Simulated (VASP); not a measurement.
LaBi2ClO4:

```xyz
8
Lattice="3.9889 0.0000 0.0000 0.0000 3.9889 0.0000 0.0000 0.0000 9.3332" Properties=species:S:1:pos:R:3 pbc="T T T"
Bi    1.9944    1.9944    6.7350
Bi    1.9944    1.9944    2.5981
La    0.0000    0.0000    0.0000
Cl    0.0000    0.0000    4.6666
O     1.9944    0.0000    7.8244
O     1.9944    0.0000    1.5088
O     0.0000    1.9944    7.8244
O     0.0000    1.9944    1.5088
```

```yaml
Program: VASP 6.6.1
Task: relaxation of cell and atoms
Functional: PBEsol
Potentials_or_basis: VASP PAW PBE potentials, release 64 (Bi_d, La, Cl, O)
Cutoff: 600 eV
k_mesh: 7 × 7 × 3
Occupations: fermi-dirac, width 0.05 eV
Spin: no spin polarisation
Hubbard_terms: La f U = 1.0 eV
```

At the start: pressure -3.9 GPa; volume 18.56 Å³/atom.

Q: Where does the relaxation end?

A: Over 15 steps the energy falls by 13.4 meV/atom and the volume is 17.42 Å³/atom (-6.1 %); space group P4/mmm (No. 123, to 0.1 Å) before and after.

The path:
| step | energy change (eV) | largest force (eV/Å) | pressure (GPa) | volume (Å³) |
| --- | --- | --- | --- | --- |
| 1 | 0.0000 | 0.2761 | -3.94 | 148.50 |
| 2 | -0.0031 | 1.0640 | 4.00 | 138.91 |
| 3 | -0.0664 | 0.3701 | -0.19 | 143.52 |
| 4 | -0.0766 | 0.1981 | -0.08 | 142.68 |
| 5 | -0.0816 | 0.2597 | 0.10 | 141.55 |
| 6 | -0.0892 | 0.2199 | 0.10 | 141.13 |
| 7 | -0.1041 | 0.1014 | 0.15 | 139.90 |
| 8 | -0.0955 | 0.1331 | 0.39 | 137.43 |
| 9 | -0.1071 | 0.0265 | 0.23 | 139.09 |
| 10 | -0.1072 | 0.0203 | 0.22 | 139.03 |
| 11 | -0.1074 | 0.0353 | -0.20 | 139.63 |
| 12 | -0.1075 | 0.0305 | -0.06 | 139.41 |
| 13 | -0.1075 | 0.0308 | -0.05 | 139.39 |
| 14 | -0.1075 | 0.0192 | 0.03 | 139.38 |
| 15 | -0.1075 | 0.0029 | 0.01 | 139.39 |

Final structure:
```
Bi La Cl O
1.0
     3.93574    0.00000    0.00000
     0.00000    3.93574    0.00000
     0.00000    0.00000    8.99848
Bi La Cl O
2 1 1 4
Direct
  0.50000 0.50000 0.71261
  0.50000 0.50000 0.28739
  0.00000 0.00000 0.00000
  0.00000 0.00000 0.50000
  0.50000 0.00000 0.83260
  0.50000 0.00000 0.16740
  0.00000 0.50000 0.83260
  0.00000 0.50000 0.16740
```

Caveat: the PAW data sets were made with another functional, which shifts forces and pressure a little.
